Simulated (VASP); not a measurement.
# Ta (Im-3m) in VASP: settings compared

The runs below take Ta through single point, with PBE0, PBE-based screened hybrid, PBE0+D3(BJ), r2SCAN.

Everything below comes from runs of VASP 6.6.1. Logs are shortened: lines on timing, memory, paths and dates and some standing lists are left out, and cuts for length are marked.

## 1. The cell of the first run

It takes space group Im-3m (No. 229, cubic). The conventional cell has a = 3.258 Å, b = 3.258 Å, c = 3.258 Å, α = 90.00°, β = 90.00°, γ = 90.00°. Ta (site symmetry m-3m) has 14 Ta at 2.82 to 3.26 Å within 3.7 Å.

## 2. Single point, PBE0

Contents of POSCAR:

```
Ta
1.0
   -1.6289626696      1.6289626696      1.6289626696
    1.6289626696     -1.6289626696      1.6289626696
    1.6289626696      1.6289626696     -1.6289626696
Ta
1
Direct
    0.0000000000      0.0000000000      0.0000000000
```

Contents of INCAR.step1:

```
PREC = Accurate
ENCUT = 520
EDIFF = 1E-5
ISMEAR = -1
SIGMA = 0.05
LREAL = False
LASPH = True
NELM = 80
ALGO = Normal
ISIF = 2
LWAVE = True
GGA = PE
NBANDS = 12
```

Contents of INCAR.step2:

```
PREC = Accurate
ENCUT = 520
EDIFF = 1E-7
ISMEAR = -1
SIGMA = 0.05
LREAL = False
LASPH = True
NELM = 80
ALGO = Normal
ISIF = 2
LWAVE = False
LCHARG = True
GGA = PE
LHFCALC = True
AEXX = 0.25
PRECFOCK = Normal
LELF = True
LVHAR = True
ISTART = 1
NBANDS = 12
```

Contents of KPOINTS:

```
Automatic mesh
0
Gamma
  6 6 6
```

Potentials or basis: VASP PAW PBE potentials, release 64 (Ta_pv).

Command:

```bash
> cat potpaw_PBE.64/Ta_pv/POTCAR > POTCAR
> cp INCAR.step1 INCAR
> mpirun -np 1 vasp_std > vasp.out
> cp INCAR.step2 INCAR
> mpirun -np 1 vasp_std > vasp.out
```

OUTCAR:

```text
PREC = Accurate
   ENCUT = 520
   EDIFF = 1E-7
   ISMEAR = -1
   LREAL = False
   LASPH = True
   NELM = 80
   ISIF = 2
   GGA = PE
   LHFCALC = True
   AEXX = 0.25
   PRECFOCK = Normal
   ISTART = 1

 ion  position               nearest neighbor table
   1  0.000  0.000  0.000-

  LATTYP: Found a body centered cubic cell.
 ALAT       =     3.2579253392

  Lattice vectors:

 A1 = (  -1.6289626696,   1.6289626696,   1.6289626696)
 A2 = (   1.6289626696,  -1.6289626696,   1.6289626696)
 A3 = (   1.6289626696,   1.6289626696,  -1.6289626696)

Analysis of symmetry for initial positions (statically):
=====================================================================
 Subroutine PRICEL returns:
 Original cell was already a primitive cell.

 Routine SETGRP: Setting up the symmetry group for a
 body centered cubic supercell.

 Subroutine GETGRP returns: Found 48 space group operations
 (whereof 48 operations were pure point group operations)
 out of a pool of 48 trial point group operations.

The static configuration has the point symmetry O_h .

Analysis of symmetry for dynamics (positions and initial velocities):
=====================================================================
 Subroutine PRICEL returns:
 Original cell was already a primitive cell.

 Routine SETGRP: Setting up the symmetry group for a
 body centered cubic supercell.

 Subroutine GETGRP returns: Found 48 space group operations
 (whereof 48 operations were pure point group operations)
 out of a pool of 48 trial point group operations.

The dynamic configuration has the point symmetry O_h .

 Subroutine INISYM returns: Found 48 space group operations
 (whereof 48 operations are pure point group operations),
 and found     1 'primitive' translations

----------------------------------------------------------------------------------------

                                     Primitive cell

  volume of cell :      17.2899

  direct lattice vectors                    reciprocal lattice vectors
    -1.628962670  1.628962670  1.628962670     0.000000000  0.306943805  0.306943805
     1.628962670 -1.628962670  1.628962670     0.306943805  0.000000000  0.306943805
     1.628962670  1.628962670 -1.628962670     0.306943805  0.306943805  0.000000000
[... 84 lines left out ...]
   NELECT =      11.0000    total number of electrons
   NUPDOWN=      -1.0000    fix difference up-down
   EMIN   =  10.00;   EMAX   =-10.00  energy-range for DOS
   EFERMI =   0.00;   METHOD = LEGACY
   ISMEAR =    -1;   SIGMA  =   0.05  broadening in eV -4-tet -1-fermi 0-gaus
   EFERMI_NEDOS =   21; number of points for ismear=-14 and -15
   IALGO  =     38    algorithm
   IMIX   =      1    mixing-type and parameters
     AMIX     =   0.40;   BMIX     =  1.00
     AMIX_MAG =   1.60;   BMIX_MAG =  1.00
  volume/ion in A,a.u.               =      17.29       116.68
  Fermi-wavevector in a.u.,A,eV,Ry     =   1.408017  2.660767 26.973716  1.982512
  Thomas-Fermi vector in A             =   2.530218
   LORBIT       =      0    0 simple, 1 ext, 2 COOP (PROOUT), +10 PAW based schemes
   GGA     = PE    functional components
   LHFCALC =     T    Hartree Fock is set to
   PRECFOCK=normal    Normal, Fast or Accurate (Low or Medium for compatibility)
   ENCUT4O =  -1.0   cutoff for four orbital integrals eV
   NKREDX  =     1    reduce k-point grid by
   NKREDY  =     1    reduce k-point grid by
   NKREDZ  =     1    reduce k-point grid by
   AEXX    =    0.2500 exact exchange contribution
   HFSCREEN=    0.0000 screening length (either q_TF or 0.3 A-1)
   HFSCREENC=   0.0000 screening length for correlation (either q_TF or 0.3 A-1)
   ENCUTFOCK=  -1.0 apply spherical cutoff to Coloumb kernel
   IVDW    =     0    specifies the selected vdW correction
   LEPSILON=     F    determine dielectric tensor
   LRPA    =     F    only Hartree local field effects (RPA)
 non-spin polarized calculation
  energy-cutoff  :      520.00
  volume of cell :       17.29
 maximum number of plane-waves:       476
 NGX is ok and might be reduce to    24
  NGX = 16; NGY = 16; NGZ = 16

 number of electron      11.0000000 magnetization

 Free energy of the ion-electron system (eV)
  ---------------------------------------------------
  ext. energy  EPLUGINS =         0.00000000
  ---------------------------------------------------
  free energy    TOTEN  =       -14.54375739 eV

  energy without entropy =      -14.53608124  energy(sigma->0) =      -14.53991932

 E-fermi :   5.3321     XC(G=0): -10.0784

 val. band max:        5.3056433161   @ k =  -0.3333   0.5000   0.1667
 cond. band min:       5.7980260228   @ k =   0.3333   0.0000   0.0000
 fundamental gap:      0.4923827067
 Fermi energy:         5.3320914564

 k-point     1 :       0.0000    0.0000    0.0000
  band No.  band energies     occupation
      1     -30.0958      2.00000
      2     -30.0958      2.00000
      3     -30.0958      2.00000
      4      -4.0173      2.00000
      5       7.2192      0.00000
      6       7.2192      0.00000
      7       7.2192      0.00000
      8      11.0141      0.00000
      9      11.0141      0.00000
     10      22.2283      0.00000
     11      22.2283      0.00000
     12      22.8733      0.00000
[... 211 lines left out ...]
 k-point    16 :       0.5000    0.5000    0.5000
  band No.  band energies     occupation
      1     -31.1089      2.00000
      2     -31.1089      2.00000
      3     -31.1089      2.00000
      4       0.5379      2.00000
      5       0.5379      2.00000
      6      14.0857      0.00000
      7      14.0857      0.00000
      8      14.0857      0.00000
      9      15.8055      0.00000
     10      15.8055      0.00000
     11      15.8055      0.00000
     12      22.8668      0.00000

------------------------ aborting loop because EDIFF is reached ----------------------------------------

  FORCE on cell =-STRESS in cart. coord.  units (eV):
  Direction    XX          YY          ZZ          XY          YZ          ZX
  --------------------------------------------------------------------------------------
  -------------------------------------------------------------------------------------
  Total        1.5206535      1.5206535      1.5206535      0.0000000      0.0000000      0.0000000
  in kB      140.9118299    140.9118299    140.9118299      0.0000000      0.0000000      0.0000000
  external PRESSURE =     140.9118299 kB  Pullay stress =       0.0000000 kB

 VOLUME and BASIS-vectors are now :
 -----------------------------------------------------------------------------
  energy-cutoff  :      520.00
  volume of cell :       17.29
      direct lattice vectors                 reciprocal lattice vectors
    -1.628962670  1.628962670  1.628962670     0.000000000  0.306943805  0.306943805
     1.628962670 -1.628962670  1.628962670     0.306943805  0.000000000  0.306943805
     1.628962670  1.628962670 -1.628962670     0.306943805  0.306943805  0.000000000

 POSITION                                       TOTAL-FORCE (eV/Angst)
 -----------------------------------------------------------------------------------
      0.00000      0.00000      0.00000        -0.000000     -0.000000     -0.000000
 -----------------------------------------------------------------------------------
    total drift:                               -0.000000     -0.000000      0.000000

  FREE ENERGIE OF THE ION-ELECTRON SYSTEM (eV)
  ---------------------------------------------------
  free  energy   TOTEN  =       -14.5437573919 eV

  energy  without entropy=      -14.5360812383  energy(sigma->0) =      -14.53991932
```

OUTCAR.step1:

```text
PREC = Accurate
   ENCUT = 520
   EDIFF = 1E-5
   ISMEAR = -1
   LREAL = False
[... 445 lines left out ...]

 POSITION                                       TOTAL-FORCE (eV/Angst)
 -----------------------------------------------------------------------------------
      0.00000      0.00000      0.00000         0.000000      0.000000      0.000000
 -----------------------------------------------------------------------------------
    total drift:                                0.000000      0.000000     -0.000000

  FREE ENERGIE OF THE ION-ELECTRON SYSTEM (eV)
  ---------------------------------------------------
  free  energy   TOTEN  =       -11.6965877794 eV

  energy  without entropy=      -11.6662587313  energy(sigma->0) =      -11.68142326
```

OSZICAR.step1:

```text
N       E                     dE             d eps       ncg     rms          rms(c)
DAV:   1     0.696472525513E+02    0.69647E+02   -0.62867E+03   384   0.884E+02
DAV:   2    -0.110004628861E+02   -0.80648E+02   -0.78614E+02   436   0.260E+02
DAV:   3    -0.121413753193E+02   -0.11409E+01   -0.11368E+01   440   0.294E+01
DAV:   4    -0.121439488146E+02   -0.25735E-02   -0.25733E-02   448   0.159E+00
DAV:   5    -0.121439574874E+02   -0.86727E-05   -0.86724E-05   440   0.844E-02    0.144E+01
DAV:   6    -0.118021424255E+02    0.34182E+00   -0.27122E-01   456   0.563E+00    0.712E+00
DAV:   7    -0.116981723844E+02    0.10397E+00   -0.23532E-01   432   0.503E+00    0.460E-01
DAV:   8    -0.116967851090E+02    0.13873E-02   -0.30021E-03   424   0.580E-01    0.404E-01
DAV:   9    -0.116965957146E+02    0.18939E-03   -0.55741E-04   436   0.245E-01    0.529E-02
DAV:  10    -0.116965877794E+02    0.79352E-05   -0.62003E-06   284   0.235E-02
   1 F= -.11696588E+02 E0= -.11681423E+02  d E =-.303290E-01
```

Run time: 11 min. Hardware: 1 thread of Intel Xeon Platinum 8259CL at 2.50GHz (Skylake/Cascade Lake), shared host; peak memory 0.14 GiB.

Results:

| Quantity | Value |
| --- | --- |
| Free energy | -14.5438 eV |
| Pressure | 14.1 GPa |

Caveat: the k points lie up to 0.45 Å⁻¹ apart; the PAW data sets were made with another functional, which shifts forces and pressure a little; spin-orbit coupling is left out, which moves the levels of the heavy elements.

## 3. Single point, PBE-based screened hybrid

This run uses another cell than the first one, of 18.01 Å³/atom, 1.042 times its volume.

Contents of POSCAR:

```
Ta
1.0
   -1.6512800000      1.6512800000      1.6512800000
    1.6512800000     -1.6512800000      1.6512800000
    1.6512800000      1.6512800000     -1.6512800000
Ta
1
Direct
    0.0000000000      0.0000000000      0.0000000000
```

INCAR.step1, as its differences from that of step 2:

```diff
@@ -7,3 +7,3 @@
 LASPH = True
-NELM = 80
+NELM = 100
 ALGO = Normal
@@ -11,2 +11,3 @@
 LWAVE = True
+LCHARG = False
 GGA = PE
```

Contents of INCAR.step2:

```
PREC = Accurate
ENCUT = 520
EDIFF = 1E-7
ISMEAR = -1
SIGMA = 0.05
LREAL = False
LASPH = True
NELM = 100
ALGO = Normal
ISIF = 2
LWAVE = False
LCHARG = False
GGA = PE
LHFCALC = True
AEXX = 0.25
HFSCREEN = 0.3
PRECFOCK = Normal
ISTART = 1
NBANDS = 12
```

Contents of KPOINTS:

```
regular mesh
0
Gamma
  6 6 6
```

Potentials or basis: VASP PAW PBE potentials, release 64 (Ta_pv).

Command:

```bash
> cat potpaw_PBE.64/Ta_pv/POTCAR > POTCAR
> cp INCAR.step1 INCAR
> mpirun -np 1 vasp_std > vasp.out
> cp INCAR.step2 INCAR
> mpirun -np 1 vasp_std > vasp.out
```

OUTCAR:

```text
PREC = Accurate
   ENCUT = 520
   EDIFF = 1E-7
   ISMEAR = -1
   LREAL = False
   LASPH = True
   NELM = 100
   ISIF = 2
   GGA = PE
   LHFCALC = True
   AEXX = 0.25
   HFSCREEN = 0.3
   PRECFOCK = Normal
   ISTART = 1

 ion  position               nearest neighbor table
   1  0.000  0.000  0.000-

[... 419 lines left out ...]
      6      12.8249      0.00000
      7      12.8249      0.00000
      8      12.8249      0.00000
      9      14.5387      0.00000
     10      14.5387      0.00000
     11      14.5387      0.00000
     12      21.7415      0.00000

------------------------ aborting loop because EDIFF is reached ----------------------------------------

  FORCE on cell =-STRESS in cart. coord.  units (eV):
  Direction    XX          YY          ZZ          XY          YZ          ZX
  --------------------------------------------------------------------------------------
  -------------------------------------------------------------------------------------
  Total        0.3714205      0.3714205      0.3714205      0.0000000      0.0000000     -0.0000000
  in kB       33.0410888     33.0410888     33.0410888      0.0000000      0.0000000     -0.0000000
  external PRESSURE =      33.0410888 kB  Pullay stress =       0.0000000 kB

 VOLUME and BASIS-vectors are now :
 -----------------------------------------------------------------------------
  energy-cutoff  :      520.00
  volume of cell :       18.01
      direct lattice vectors                 reciprocal lattice vectors
    -1.651280000  1.651280000  1.651280000     0.000000000  0.302795407  0.302795407
     1.651280000 -1.651280000  1.651280000     0.302795407  0.000000000  0.302795407
     1.651280000  1.651280000 -1.651280000     0.302795407  0.302795407  0.000000000

 POSITION                                       TOTAL-FORCE (eV/Angst)
 -----------------------------------------------------------------------------------
      0.00000      0.00000      0.00000         0.000000      0.000000      0.000000
 -----------------------------------------------------------------------------------
    total drift:                                0.000000     -0.000002     -0.000007

  FREE ENERGIE OF THE ION-ELECTRON SYSTEM (eV)
  ---------------------------------------------------
  free  energy   TOTEN  =       -13.0653815880 eV

  energy  without entropy=      -13.0461545846  energy(sigma->0) =      -13.05576809
```

OUTCAR.step1:

```text
PREC = Accurate
   ENCUT = 520
   EDIFF = 1E-5
   ISMEAR = -1
   LREAL = False
[... 445 lines left out ...]

 POSITION                                       TOTAL-FORCE (eV/Angst)
 -----------------------------------------------------------------------------------
      0.00000      0.00000      0.00000         0.000000      0.000000     -0.000000
 -----------------------------------------------------------------------------------
    total drift:                                0.000000      0.000000     -0.000000

  FREE ENERGIE OF THE ION-ELECTRON SYSTEM (eV)
  ---------------------------------------------------
  free  energy   TOTEN  =       -11.7391063391 eV

  energy  without entropy=      -11.7118298402  energy(sigma->0) =      -11.72546809
```

Run time: 9.1 min. Hardware: 1 thread of Intel Xeon Platinum 8175M at 2.50GHz (Skylake/Cascade Lake), shared host; peak memory 0.25 GiB.

Results:

```
Free energy : -13.0654 eV
Pressure    : 3.3 GPa
```

Caveat: the k points lie up to 0.45 Å⁻¹ apart; the PAW data sets were made with another functional, which shifts forces and pressure a little; spin-orbit coupling is left out, which moves the levels of the heavy elements.

(Part 1 of 2 ends here.)
